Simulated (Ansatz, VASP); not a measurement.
# Two plane-wave programs on Ga

Contents of POSCAR:

```
Ga
1.0
    2.7734357993      0.0000000000      0.0000000000
    0.0000000000      2.7734357993      0.0000000000
    0.0000000000      0.0000000000      2.7734357993
Ga
1
Direct
    0.0000000000      0.0000000000      0.0000000000
```

The input INCAR.step1:

```
PREC = Accurate ; ENCUT = 520
ISMEAR = -1 ; SIGMA = 0.1
LREAL = F ; LASPH = T
NELM = 60 ; NBANDS = 12
GGA = PE ; ALGO = Normal
EDIFF = 1E-4 ; LWAVE = T
LCHARG = F
```

The input INCAR.step2:

```
PREC = Accurate ; ENCUT = 520
EDIFF = 1E-6 ; ISMEAR = -1
SIGMA = 0.1 ; LREAL = F
LASPH = T ; NELM = 60
ALGO = Normal ; ISIF = 2
LWAVE = F ; LCHARG = F
METAGGA = R2SCAN ; LMIXTAU = T
NBANDS = 12 ; ISTART = 1
```

The input KPOINTS:

```
regular mesh
0
Gamma
  13 13 13
```

Input for Ansatz:

```yaml
crystal:
  lattice:
    - [2.7734357993, 0.0, 0.0]
    - [0.0, 2.7734357993, 0.0]
    - [0.0, 0.0, 2.7734357993]
  atoms:
    - { symbol: Ga, position: [0.0, 0.0, 0.0] }
hamiltonian:
  xc: r2scan
  pseudopotentials:
    kind: paw
    azcp:
      Ga: "pseudopotentials/Ga.paw.azcp"
basis:
  ecutwfc: 500
  fft_grid_basis: typed
kpoints:
  mp_grid: { grid: [13, 13, 13], shift: [0, 0, 0] }
magnetization:
  spin_polarized: false
scf:
  occupations: { method: fermi_dirac, width: 0.1 }
  lower_state_search: "off"
output:
  stress: true
  write_density: true
  write_potential: true
  elf: true
  volumetric_format: npy
```

Alike in both runs: task single point; functional r2SCAN; k mesh 13 × 13 × 13; occupations fermi-dirac, width 0.1 eV; no spin polarisation.

|  | VASP | Ansatz |
| --- | --- | --- |
| version | VASP 6.6.1 | Ansatz 0.2.0 |
| potentials or method | VASP PAW PBE potentials, release 64 (Ga_d), cutoff 520 eV | plane waves (500 eV) with PAW, scalar-relativistic |
| valence electrons in the cell | 13 | 13 |

```tsv
	VASP	Ansatz	Ansatz less VASP
pressure (GPa)	-4.8	-4.8	-0.01
```

VASP's potentials were made for PBE, not for r2SCAN.
